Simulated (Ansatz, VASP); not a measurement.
# Be4S: VASP beside Ansatz

```
CELL_PARAMETERS angstrom
-1.86742 1.86742 3.53083
1.86742 -1.86742 3.53083
1.86742 1.86742 -3.53083
ATOMIC_POSITIONS crystal
Be 0.24500 0.24500 0.00000
Be 0.75500 0.75500 0.00000
Be 0.50000 0.00000 0.50000
Be 0.00000 0.50000 0.50000
S 0.00000 0.00000 0.00000
```

Change from the starting cell: species swapped into the PbF4 type (I4/mmm, No. 139).

Alike in both runs: task single point; functional PBE; k mesh 6 × 6 × 6; occupations gaussian, width 0.1 eV; no spin polarisation.

```csv
,VASP,Ansatz
version,VASP 6.6.1,Ansatz 0.2.0
potentials or method,"VASP PAW PBE potentials, release 64 (Be, S), cutoff 520 eV","scalar-relativistic, plane waves, PAW"
valence electrons in the cell,14,14
```

|  | VASP | Ansatz | Ansatz less VASP |
| --- | --- | --- | --- |
| gap on the k mesh at the Fermi level (eV) | none | none | - |
| rms of the force components (eV/Å) | 1.859 | 1.849 | -0.0104 |

Atom by atom the forces differ by 0.010 eV/Å (rms over components). A gap of «none» marks a metal or a gap that the smearing closes.

The k mesh is coarse, so the values compare programs but aren't converged.
